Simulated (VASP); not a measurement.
# NbTe (P-6m2) in VASP: a series of runs, part 3 of 3

VASP 6.6.1. Earlier steps stand in the parts before.

## Step 4: Relaxation of cell and atoms, PBEsol+D4

The input, INCAR:

```
SYSTEM = NbTe
PREC     = Accurate       ! precision mode
ENCUT    = 600            ! plane-wave cutoff, eV
EDIFF    = 1E-6           ! SCF threshold, eV
ISMEAR   = -1             ! smearing method
SIGMA    = 0.05           ! smearing width, eV
LREAL    = .FALSE.        ! projectors in reciprocal space
LASPH    = .TRUE.         ! aspherical terms in the spheres
NELM     = 100            ! most SCF steps
ALGO     = Normal         ! electronic algorithm
ISIF     = 3              ! what is computed and relaxed
LWAVE    = .FALSE.        ! write WAVECAR
LCHARG   = .FALSE.        ! write CHGCAR
GGA      = PS             ! functional
IVDW     = 13             ! dispersion correction
IBRION   = 2              ! ionic algorithm
NSW      = 60             ! ionic steps
EDIFFG   = -0.01          ! ionic threshold
```

The input, KPOINTS:

```
Automatic mesh
0
G
  8 8 7
  0 0 0
```

The input, POSCAR:

```
NbTe
1.0
    3.7029743866      0.0000000000      0.0000000000
   -1.8514871933      3.2068698884      0.0000000000
    0.0000000000      0.0000000000      3.6942110000
Te Nb
1 1
Direct
    0.6666666667      0.3333333333      0.0000000000
    0.0000000000      0.0000000000      0.5000000000
```

Potentials or basis: VASP PAW PBE potentials, release 64 (Te, Nb_sv).

The run is started by

```console
$ cat potpaw_PBE.64/Te/POTCAR potpaw_PBE.64/Nb_sv/POTCAR > POTCAR
$ mpirun -np 1 vasp_std > vasp.out
```

OUTCAR:

```text
SYSTEM = NbTe
   PREC = Accurate
   ENCUT = 600
   EDIFF = 1E-6
   ISMEAR = -1
   LREAL = .FALSE.
   LASPH = .TRUE.
   NELM = 100
   ISIF = 3
   GGA = PS
   IVDW = 13
   IBRION = 2
   NSW = 60
   EDIFFG = -0.01

 ion  position               nearest neighbor table
   1  0.667  0.333  0.000-   2 2.83   2 2.83   2 2.83   2 2.83   2 2.83   2 2.83
   2  0.000  0.000  0.500-   1 2.83   1 2.83   1 2.83   1 2.83   1 2.83   1 2.83

  LATTYP: Found a hexagonal cell.
 ALAT       =     3.7029743866
 C/A-ratio  =     0.9976334196

  Lattice vectors:

 A1 = (   3.7029743866,   0.0000000000,   0.0000000000)
 A2 = (  -1.8514871933,   3.2068698884,   0.0000000000)
 A3 = (   0.0000000000,   0.0000000000,   3.6942110000)

Analysis of symmetry for initial positions (statically):
=====================================================================
 Subroutine PRICEL returns:
 Original cell was already a primitive cell.

 Routine SETGRP: Setting up the symmetry group for a
 hexagonal supercell.

 Subroutine GETGRP returns: Found 12 space group operations
 (whereof 12 operations were pure point group operations)
 out of a pool of 24 trial point group operations.

The static configuration has the point symmetry D_3h.

Analysis of symmetry for dynamics (positions and initial velocities):
=====================================================================
 Subroutine PRICEL returns:
 Original cell was already a primitive cell.

 Routine SETGRP: Setting up the symmetry group for a
 hexagonal supercell.

 Subroutine GETGRP returns: Found 12 space group operations
 (whereof 12 operations were pure point group operations)
 out of a pool of 24 trial point group operations.

The dynamic configuration has the point symmetry D_3h.

 Subroutine INISYM returns: Found 12 space group operations
 (whereof 12 operations are pure point group operations),
 and found     1 'primitive' translations

----------------------------------------------------------------------------------------

                                     Primitive cell

  volume of cell :      43.8686

  direct lattice vectors                    reciprocal lattice vectors
[... 117 lines left out ...]
   LRPA    =     F    only Hartree local field effects (RPA)
 conjugate gradient relaxation of ions
 non-spin polarized calculation
  energy-cutoff  :      600.00
  volume of cell :       43.87
 maximum number of plane-waves:      1509
 NGX is ok and might be reduce to    30
   NGX = 15   NGY = 15   NGZ = 15

--------------------------------------- Ionic step        1  -------------------------------------------

 number of electron      19.0000000 magnetization

 Free energy of the ion-electron system (eV)
  ---------------------------------------------------
  ext. energy  EPLUGINS =         0.00000000
  ---------------------------------------------------
  free energy    TOTEN  =       -14.87076344 eV

  energy without entropy =      -14.85933920  energy(sigma->0) =      -14.86505132

------------------------ aborting loop because EDIFF is reached ----------------------------------------

  DFT-D4 for vdW energy calculation

  Edisp (eV):   -0.55504
[... 105 lines left out ...]
  FREE ENERGIE OF THE ION-ELECTRON SYSTEM (eV)
  ---------------------------------------------------
  free  energy   TOTEN  =       -15.4850938758 eV

  energy  without entropy=      -15.4746171279  energy(sigma->0) =      -15.47985550

[... ionic steps 4 to 7 ...]

--------------------------------------- Ionic step        8  -------------------------------------------

 number of electron      19.0000000 magnetization

------------------------ aborting loop because EDIFF is reached ----------------------------------------
[... 75 lines left out ...]
--------------------------------------- Ionic step       10  -------------------------------------------

 number of electron      19.0000000 magnetization

 Free energy of the ion-electron system (eV)
  ---------------------------------------------------
  ext. energy  EPLUGINS =         0.00000000
  ---------------------------------------------------
  free energy    TOTEN  =       -14.90038027 eV

  energy without entropy =      -14.89111808  energy(sigma->0) =      -14.89574918

 E-fermi :  11.8168     XC(G=0): -11.6966

 val. band max:       11.7814671143   @ k =   0.1250  -0.0000   0.2857
 cond. band min:      11.8849483499   @ k =   0.2500   0.1250   0.2857
 fundamental gap:      0.1034812355
 Fermi energy:        11.8168104877

 k-point     1 :       0.0000    0.0000    0.0000
  band No.  band energies     occupation
      1     -43.6031      2.00000
      2     -19.8661      2.00000
      3     -19.6294      2.00000
      4     -19.6294      2.00000
      5      -2.8580      2.00000
      6       8.4922      2.00000
      7       8.6183      2.00000
      8       8.6183      2.00000
      9       9.3016      2.00000
     10      11.9449      0.14337
     11      11.9449      0.14337
     12      14.5030      0.00000
     13      14.5030      0.00000
[... 354 lines left out ...]
  band No.  band energies     occupation
      1     -43.5880      2.00000
      2     -19.9121      2.00000
      3     -19.7719      2.00000
      4     -19.6561      2.00000
      5      -0.9917      2.00000
      6       5.2334      2.00000
      7       6.5389      2.00000
      8       8.0576      2.00000
      9       9.9032      2.00000
     10      12.3758      0.00003
     11      12.3853      0.00002
     12      14.1386      0.00000
     13      14.8309      0.00000

 [... further k-points ...]

------------------------ aborting loop because EDIFF is reached ----------------------------------------

  DFT-D4 for vdW energy calculation

  Edisp (eV):   -0.58822
[... 25 lines left out ...]
  FREE ENERGIE OF THE ION-ELECTRON SYSTEM (eV)
  ---------------------------------------------------
  free  energy   TOTEN  =       -15.4885975542 eV

  energy  without entropy=      -15.4793353586  energy(sigma->0) =      -15.48396646

 reached required accuracy - stopping structural energy minimisation
```

It took 2.6 min on 1 thread of Intel Xeon Platinum 8488C (Sapphire Rapids), shared host; peak memory 0.2 GiB.

What came out:

- Free energy: -15.4886 eV
- Relaxed volume: 20.62 Å³/atom
- Relaxed cell: a = 3.605 Å, b = 3.605 Å, c = 3.663 Å, α = 90.00°, β = 90.00°, γ = 120.00°
- Space group after relaxing (to 0.05 Å): P-6m2 (No. 187)
- Energy gained by relaxing: 31.4 meV/atom
- Ionic steps: 10
- Pressure after relaxing: 0.0 GPa
- Dispersion energy per atom: -0.294 eV

The path:
```
step  energy change (eV)  largest force (eV/Å)  pressure (GPa)  volume (Å³)
   1              0.0000                0.0000           -7.22        43.87
   2              0.0949                0.0000           15.31        37.89
   3             -0.0593                0.0000           -0.20        41.44
   4             -0.0593                0.0000           -0.04        41.39
   5             -0.0593                0.0000            0.13        41.34
   6             -0.0623                0.0000            0.19        41.24
   7             -0.0627                0.0000            0.19        41.20
   8             -0.0628                0.0000            0.20        41.18
   9             -0.0627                0.0000           -0.31        41.33
  10             -0.0628                0.0000            0.02        41.23
```

Final structure:
```
Te Nb
1.0
     3.60508    0.00000    0.00000
    -1.80254    3.12209    0.00000
     0.00000    0.00000    3.66332
Te Nb
1 1
Cartesian
  1.8025 1.0407 0.0000
  0.0000 0.0000 1.8317
```

Caveat: the PAW data sets were made with another functional, which shifts forces and pressure a little; spin-orbit coupling is left out, which moves the levels of the heavy elements; pairwise dispersion overbinds metals, which lowers pressure and volume.

## Step 5: The runs side by side

```tsv
level	cell	gap on the mesh (eV)	pressure (GPa)	relaxed volume (Å³/atom)
PBEsol	relaxed to 30 GPa	none	30.0	-
PBEsol+D3(BJ)	relaxed	none	0.0	20.14
PBEsol+D4	relaxed	none	0.0	20.62
```

Alike in all rows: task relaxation of cell and atoms; potentials or basis VASP PAW PBE potentials, release 64 (Te, Nb_sv); no spin polarisation; k mesh 8 × 8 × 7; cutoff (eV) 600; smearing fermi-dirac 0.05 eV.

Caveats: the PAW data sets were made with another functional, which shifts forces and pressure a little; spin-orbit coupling is left out, which moves the levels of the heavy elements; pairwise dispersion overbinds metals, which lowers pressure and volume (some runs); the cell is relaxed towards a set pressure, so the enthalpy falls and the energy may rise (some runs); the volume moved by over 15 % at a fixed basis, so the end points are rough (some runs).

Total energies depend on the potentials used, so only differences within one code and one set of settings carry meaning.
